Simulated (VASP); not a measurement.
# KTaO3 (Pm-3m) in VASP: further runs, part 2 of 2

VASP 6.6.1.

## Step 5: Single point, LDA

This run uses another cell than the first one, of 12.43 Å³/atom.

INCAR

```
PREC = Accurate
ENCUT = 700
EDIFF = 1E-6
ISMEAR = -1
SIGMA = 0.05
LREAL = F
LASPH = T
NELM = 120
ALGO = Normal
ISIF = 2
LWAVE = F
LCHARG = T
LELF = T
LVHAR = T
NBANDS = 28
GGA_COMPAT = F
```

KPOINTS

```
Automatic mesh
0
Gamma
  7 7 7
```

POSCAR

```
KTaO3
1.0
    3.9615320794      0.0000000000      0.0000000000
    0.0000000000      3.9615320794      0.0000000000
    0.0000000000      0.0000000000      3.9615320794
Ta K O
1 1 3
Direct
    0.0000000000      0.0000000000      0.0000000000
    0.5000000000      0.5000000000      0.5000000000
    0.0000000000      0.0000000000      0.5000000000
    0.0000000000      0.5000000000      0.0000000000
    0.5000000000      0.0000000000      0.0000000000
```

Potentials or basis: VASP PAW LDA potentials, release 64 (Ta_sv_GW, K_sv, O).

Command:

```
$ cat potpaw_LDA.64/Ta_sv_GW/POTCAR potpaw_LDA.64/K_sv/POTCAR potpaw_LDA.64/O/POTCAR > POTCAR
$ mpirun -np 1 vasp_std > vasp.out
```

OUTCAR:

```text
PREC = Accurate
   ENCUT = 700
   EDIFF = 1E-6
   ISMEAR = -1
   LREAL = F
   LASPH = T
   NELM = 120
   ISIF = 2

 ion  position               nearest neighbor table
   1  0.000  0.000  0.000-   3 1.98   4 1.98   5 1.98   3 1.98   4 1.98   5 1.98   2 3.43   2 3.43
                             2 3.43   2 3.43   2 3.43   2 3.43   2 3.43   2 3.43
   2  0.500  0.500  0.500-   3 2.80   4 2.80   5 2.80   4 2.80   5 2.80   3 2.80   5 2.80   5 2.80
                             3 2.80   4 2.80   4 2.80   3 2.80   1 3.43   1 3.43   1 3.43   1 3.43
   3  0.000  0.000  0.500-   1 1.98   1 1.98   2 2.80   2 2.80   2 2.80   2 2.80
   4  0.000  0.500  0.000-   1 1.98   1 1.98   2 2.80   2 2.80   2 2.80   2 2.80
   5  0.500  0.000  0.000-   1 1.98   1 1.98   2 2.80   2 2.80   2 2.80   2 2.80

  LATTYP: Found a simple cubic cell.
 ALAT       =     3.9615320794

  Lattice vectors:

 A1 = (   3.9615320794,   0.0000000000,   0.0000000000)
 A2 = (   0.0000000000,   3.9615320794,   0.0000000000)
 A3 = (   0.0000000000,   0.0000000000,   3.9615320794)

Analysis of symmetry for initial positions (statically):
=====================================================================
 Subroutine PRICEL returns:
 Original cell was already a primitive cell.

 Routine SETGRP: Setting up the symmetry group for a
 simple cubic supercell.

 Subroutine GETGRP returns: Found 48 space group operations
 (whereof 48 operations were pure point group operations)
 out of a pool of 48 trial point group operations.

The static configuration has the point symmetry O_h .

Analysis of symmetry for dynamics (positions and initial velocities):
=====================================================================
 Subroutine PRICEL returns:
 Original cell was already a primitive cell.

 Routine SETGRP: Setting up the symmetry group for a
 simple cubic supercell.

 Subroutine GETGRP returns: Found 48 space group operations
 (whereof 48 operations were pure point group operations)
 out of a pool of 48 trial point group operations.

The dynamic configuration has the point symmetry O_h .

 Subroutine INISYM returns: Found 48 space group operations
 (whereof 48 operations are pure point group operations),
 and found     1 'primitive' translations

----------------------------------------------------------------------------------------

                                     Primitive cell

  volume of cell :      62.1712

  direct lattice vectors                    reciprocal lattice vectors
     3.961532079  0.000000000  0.000000000     0.252427591  0.000000000  0.000000000
     0.000000000  3.961532079  0.000000000     0.000000000  0.252427591  0.000000000
     0.000000000  0.000000000  3.961532079     0.000000000  0.000000000  0.252427591

  length of vectors
     3.961532079  3.961532079  3.961532079     0.252427591  0.252427591  0.252427591

  position of ions in fractional coordinates (direct lattice)
     0.000000000  0.000000000  0.000000000
     0.500000000  0.500000000  0.500000000
     0.000000000  0.000000000  0.500000000
     0.000000000  0.500000000  0.000000000
     0.500000000  0.000000000  0.000000000

  ion indices of the primitive-cell ions
   primitive index   ion index
                 1           1
                 2           2
                 3           3
                 4           4
                 5           5

[... 29 lines left out ...]
  0.142857  0.000000  0.000000      6.000000
  0.285714  0.000000  0.000000      6.000000
  0.428571  0.000000  0.000000      6.000000
  0.142857  0.142857  0.000000     12.000000
  0.285714  0.142857  0.000000     24.000000
[... 12 lines left out ...]
  0.428571  0.428571  0.285714     24.000000
  0.428571  0.428571  0.428571      8.000000
   k-points           NKPTS =     20   k-points in BZ     NKDIM =     20   number of bands    NBANDS=     28
   number of dos      NEDOS =    301   number of ions     NIONS =      5
   total plane-waves  NPLWV =  46656
   dimension x,y,z NGX =    36 NGY =   36 NGZ =   36
   dimension x,y,z NGXF=    72 NGYF=   72 NGZF=   72
   ions per type =               1   1   3
   NGX,Y,Z   is equivalent  to a cutoff of  15.11, 15.11, 15.11 a.u.
   NGXF,Y,Z  is equivalent  to a cutoff of  30.21, 30.21, 30.21 a.u.
 SYSTEM =  unknown system
   PREC   = accura    normal or accurate (medium, high low for compatibility)
   ISTART =      0    job   : 0-new  1-cont  2-samecut
   ICHARG =      2    charge: 1-file 2-atom 10-const
   ISPIN  =      1    spin polarized calculation?
   LNONCOLLINEAR =      F non collinear calculations
   LSORBIT =      F    spin-orbit coupling
   LASPH  =      T    aspherical Exc in radial PAW
   ENCUT  =  700.0 eV  51.45 Ry    7.17 a.u.   8.55  8.55  8.55*2*pi/ulx,y,z
   NELM   =    120;   NELMIN=  2; NELMDL= -5     # of ELM steps
   EDIFF  = 0.1E-05   stopping-criterion for ELM
   LREAL  =      F    real-space projection
   EDIFFG = 0.1E-04   stopping-criterion for IOM
   NSW    =      0    number of steps for IOM
   IBRION =     -1    ionic relax: 0-MD 1-quasi-New 2-CG
   NFREE  =      0    steps in history (QN), initial steepest desc. (CG)
   ISIF   =      2    stress and relaxation
   ISYM   =      2    0-nonsym 1-usesym 2-fastsym
   POTIM  = 0.5000    time-step for ionic-motion
   TEBEG  =    0.0;   TEEND  =   0.0 temperature during run
   PSTRESS=    0.0 pullay stress
   NELECT =      40.0000    total number of electrons
   NUPDOWN=      -1.0000    fix difference up-down
   EMIN   =  10.00;   EMAX   =-10.00  energy-range for DOS
   EFERMI =   0.00;   METHOD = LEGACY
   ISMEAR =    -1;   SIGMA  =   0.05  broadening in eV -4-tet -1-fermi 0-gaus
   EFERMI_NEDOS =   21; number of points for ismear=-14 and -15
   IALGO  =     38    algorithm
   IMIX   =      4    mixing-type and parameters
     AMIX     =   0.40;   BMIX     =  1.00
     AMIX_MAG =   1.60;   BMIX_MAG =  1.00
  volume/ion in A,a.u.               =      12.43        83.91
  Fermi-wavevector in a.u.,A,eV,Ry     =   1.413291  2.670733 27.176168  1.997392
  Thomas-Fermi vector in A             =   2.534952
   LORBIT       =      0    0 simple, 1 ext, 2 COOP (PROOUT), +10 PAW based schemes
   GGA     = CA    functional components
   LHFCALC =     F    Hartree Fock is set to
   AEXX    =    0.0000 exact exchange contribution
   IVDW    =     0    specifies the selected vdW correction
   LEPSILON=     F    determine dielectric tensor
   LRPA    =     F    only Hartree local field effects (RPA)
 non-spin polarized calculation
  energy-cutoff  :      700.00
  volume of cell :       62.17
 maximum number of plane-waves:      2634
 NGX is ok and might be reduce to    36
   NGX = 17   NGY = 17   NGZ = 17

 number of electron      40.0000011 magnetization

 Free energy of the ion-electron system (eV)
  ---------------------------------------------------
  ext. energy  EPLUGINS =         0.00000000
  ---------------------------------------------------
  free energy    TOTEN  =       -47.63029235 eV

  energy without entropy =      -47.63029235  energy(sigma->0) =      -47.63029235

 E-fermi :   4.0937     XC(G=0): -11.6681

 val. band max:        2.9794241312   @ k =   0.4286   0.4286   0.4286
 cond. band min:       5.1353928851   @ k =   0.0000   0.0000   0.0000
 fundamental gap:      2.1559687538
 Fermi energy:         4.0937416380

 k-point     1 :       0.0000    0.0000    0.0000
  band No.  band energies     occupation
      1     -63.9627      2.00000
      2     -30.7097      2.00000
      3     -30.7097      2.00000
      4     -30.7097      2.00000
      5     -23.8082      2.00000
      6     -14.2736      2.00000
[... 609 lines left out ...]
     27      13.8653      0.00000
     28      14.9683      0.00000

------------------------ aborting loop because EDIFF is reached ----------------------------------------

  FORCE on cell =-STRESS in cart. coord.  units (eV):
  Direction    XX          YY          ZZ          XY          YZ          ZX
  --------------------------------------------------------------------------------------
  -------------------------------------------------------------------------------------
  Total       -0.3062826     -0.3062826     -0.3062826     -0.0000000      0.0000000      0.0000000
  in kB       -7.8930224     -7.8930224     -7.8930224     -0.0000000      0.0000000      0.0000000
  external PRESSURE =      -7.8930224 kB  Pullay stress =       0.0000000 kB

 VOLUME and BASIS-vectors are now :
 -----------------------------------------------------------------------------
  energy-cutoff  :      700.00
  volume of cell :       62.17
      direct lattice vectors                 reciprocal lattice vectors
     3.961532079  0.000000000  0.000000000     0.252427591  0.000000000  0.000000000
     0.000000000  3.961532079  0.000000000     0.000000000  0.252427591  0.000000000
     0.000000000  0.000000000  3.961532079     0.000000000  0.000000000  0.252427591

 POSITION                                       TOTAL-FORCE (eV/Angst)
 -----------------------------------------------------------------------------------
      0.00000      0.00000      0.00000         0.000000      0.000000      0.000000
      1.98077      1.98077      1.98077         0.000000      0.000000      0.000000
      0.00000      0.00000      1.98077         0.000000      0.000000      0.000000
      0.00000      1.98077      0.00000         0.000000      0.000000      0.000000
      1.98077      0.00000      0.00000         0.000000      0.000000      0.000000
 -----------------------------------------------------------------------------------
    total drift:                                0.000000      0.000000     -0.000000

  FREE ENERGIE OF THE ION-ELECTRON SYSTEM (eV)
  ---------------------------------------------------
  free  energy   TOTEN  =       -47.6302923454 eV

  energy  without entropy=      -47.6302923453  energy(sigma->0) =      -47.63029235
```

OSZICAR:

```text
N       E                     dE             d eps       ncg     rms          rms(c)
DAV:   1     0.390696635007E+03    0.39070E+03   -0.26458E+04  1120   0.181E+03
DAV:   2    -0.318677902769E+02   -0.42256E+03   -0.40468E+03  1344   0.430E+02
DAV:   3    -0.566383260390E+02   -0.24771E+02   -0.24643E+02  1440   0.107E+02
[... 11 lines left out ...]
DAV:  15    -0.476308597446E+02    0.31350E-02   -0.69493E-03  1708   0.487E-01    0.109E+01
DAV:  16    -0.476303468228E+02    0.51292E-03   -0.13868E-03  1648   0.216E-01    0.237E+00
DAV:  17    -0.476302979852E+02    0.48838E-04   -0.15750E-04  1624   0.707E-02    0.125E-01
DAV:  18    -0.476302927895E+02    0.51957E-05   -0.18485E-05  1516   0.238E-02    0.176E-01
DAV:  19    -0.476302923454E+02    0.44405E-06   -0.21280E-06  1060   0.873E-03
   1 F= -.47630292E+02 E0= -.47630292E+02  d E =-.979593E-10
```

It took 43 s on 1 thread of AMD EPYC 9R45 (Zen 5), shared host; peak memory 0.18 GiB.

Results:

- Free energy: -47.6303 eV
- Pressure: -0.8 GPa
- Band gap on the k mesh: 2.16 eV (least direct gap 2.70 eV)

Levels at points of the mesh, in eV from the valence-band top:
```tsv
k point	band 17	band 18	band 19	band 20	band 21	band 22	band 23	band 24
(0.00, 0.00, 0.00)	-1.04	-0.55	-0.55	-0.55	2.16	2.16	2.16	6.60
```

Caveat: spin-orbit coupling is left out, which moves the levels of the heavy elements; an odd mesh through Γ misses points on the zone boundary, where band edges can lie. LDA gaps usually lie below the measured ones, often by a third to a half.

## Step 6: Single point, LDA

This run uses another cell than the first one, of 12.69 Å³/atom.

INCAR

```
ALGO = Normal
EDIFF = 1E-6
ENCUT = 700
GGA_COMPAT = False
ISIF = 2
ISMEAR = -1
LASPH = True
LCHARG = True
LELF = True
LREAL = False
LVHAR = True
LWAVE = False
NBANDS = 28
NELM = 120
PREC = Accurate
SIGMA = 0.05
```

KPOINTS

```
k-points
0
Gamma
  7 7 7
```

POSCAR, as its differences from that of step 5:

```diff
@@ -2,5 +2,5 @@
 1.0
-    3.9615320794      0.0000000000      0.0000000000
-    0.0000000000      3.9615320794      0.0000000000
-    0.0000000000      0.0000000000      3.9615320794
+    3.9883000000      0.0000000000      0.0000000000
+    0.0000000000      3.9883000000      0.0000000000
+    0.0000000000      0.0000000000      3.9883000000
 Ta K O
```

Potentials or basis: VASP PAW LDA potentials, release 64 (Ta_sv_GW, K_sv, O).

Command:

```
$ cat potpaw_LDA.64/Ta_sv_GW/POTCAR potpaw_LDA.64/K_sv/POTCAR potpaw_LDA.64/O/POTCAR > POTCAR
$ mpirun -np 1 vasp_std > vasp.out
```

Run time: 51 s. Hardware: 1 thread of Intel Xeon 6975P-C (Granite Rapids), shared host; peak memory 0.21 GiB.

It converged, with:

| Item | Value |
| --- | --- |
| Free energy | -47.6103 eV |
| Pressure | -5.0 GPa |
| Band gap on the k mesh | 2.11 eV (least direct gap 2.67 eV) |

Levels at points of the mesh, in eV from the valence-band top:
```
           k point  band 18  band 19  band 20  band 21  band 22  band 23
(0.00, 0.00, 0.00)    -0.56    -0.56    -0.56     2.11     2.11     2.11
```

Caveat: the cell stands under tension; spin-orbit coupling is left out, which moves the levels of the heavy elements; an odd mesh through Γ misses points on the zone boundary, where band edges can lie.

## Step 7: Summary

```csv
task,level,potentials or basis,cell,cutoff (eV),gap on the mesh (eV),pressure (GPa)
single point,PBE,"VASP PAW PBE potentials, release 64 (Ta_pv, K_sv, O)","a = 4.024 Å, 5 atoms",520,2.17,0.6
single point,r2SCAN,"VASP PAW PBE potentials, release 64 (Ta_pv, K_sv, O)","a = 3.990 Å, 5 atoms",520,2.66,0.9
relaxation of cell and atoms,r2SCAN,"VASP PAW PBE potentials, release 64 (Ta_pv, K_sv, O)","relaxed from a = 3.988 Å, 5 atoms",600,2.65,0.0
single point,LDA,"VASP PAW LDA potentials, release 64 (Ta_sv_GW, K_sv, O)","a = 3.962 Å, 5 atoms",700,2.16,-0.8
single point,LDA,"VASP PAW LDA potentials, release 64 (Ta_sv_GW, K_sv, O)","a = 3.988 Å, 5 atoms",700,2.11,-5.0
```

Alike in all rows: no spin polarisation; k mesh 7 × 7 × 7; smearing fermi-dirac 0.05 eV.

Caveats: spin-orbit coupling is left out, which moves the levels of the heavy elements; an odd mesh through Γ misses points on the zone boundary, where band edges can lie; the PAW data sets were made with another functional, which shifts forces and pressure a little (at least some runs); the cell stands under tension (at least some runs).

Absolute energies hang on the potentials; compare differences alone.
